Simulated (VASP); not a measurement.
Set up this calculation in VASP 6.6.1, as the native input.

* Task: relaxation of cell and atoms
* Functional: PBE
* Dispersion: D4
* Potentials or basis: VASP PAW PBE potentials, release 64 (B, As)
* Cutoff: 500 eV
* k mesh: 8 × 8 × 8
* Occupations: methfessel-paxton, width 0.01 eV
* Spin: no spin polarisation
* Target pressure: 2 GPa
* Dipole correction: no
* Further INCAR settings: ALGO = Normal; EDIFF = 1e-07; IBRION = 2; EDIFFG = -0.01; NSW = 80; ISIF = 3

The structure of BAs lies in POSCAR:

```
BAs
1.0
    0.0000000000      2.3885000000      2.3885000000
    2.3885000000      0.0000000000      2.3885000000
    2.3885000000      2.3885000000      0.0000000000
B As
1 1
Direct
    0.0000000000      0.0000000000      0.0000000000
    0.2500000000      0.2500000000      0.2500000000
```

These files were run (other wordings do the same):

INCAR

```
SYSTEM = BAs
  ALGO = Normal
  EDIFF = 1E-7
  EDIFFG = -0.01
  ENCUT = 500
  GGA = PE
  GGA_COMPAT = .FALSE.
  IBRION = 2
  ISIF = 3
  ISMEAR = 1
  IVDW = 13
  LASPH = .TRUE.
  LCHARG = .FALSE.
  LREAL = .FALSE.
  LWAVE = .FALSE.
  NELM = 120
  NELMIN = 4
  NSW = 80
  PREC = Accurate
  PSTRESS = 20.0
  SIGMA = 0.01
```

KPOINTS

```
k-points
0
G
  8 8 8
  0 0 0
```

Potentials or basis: VASP PAW PBE potentials, release 64 (B, As).

Command:

```bash
$ cat potpaw_PBE.64/B/POTCAR potpaw_PBE.64/As/POTCAR > POTCAR
$ mpirun -np 1 vasp_std > vasp.out
```

Results of the run:

```json
{
  "Relaxed volume": "13.35 Å³/atom",
  "Relaxed cell": "a = 3.355 Å, b = 3.355 Å, c = 3.355 Å, α = 60.00°, β = 60.00°, γ = 60.00°",
  "Space group after relaxing (to 0.05 Å)": "F-43m (No. 216)",
  "Energy change on relaxing (the enthalpy is what falls)": "+0.9 meV/atom",
  "Ionic steps": "3",
  "Pressure after relaxing": "2.0 GPa",
  "Band gap on the k mesh": "1.17 eV, indirect (least direct gap 3.30 eV)",
  "Dispersion energy per atom": "-0.384 eV"
}
```

Caveat: the cell is relaxed towards a set pressure, so the enthalpy falls and the energy may rise.

It took 22 s on 1 thread of Intel(R) Xeon(R) 6975P-C (Granite Rapids), on a shared host, peak memory 0.16 GiB.
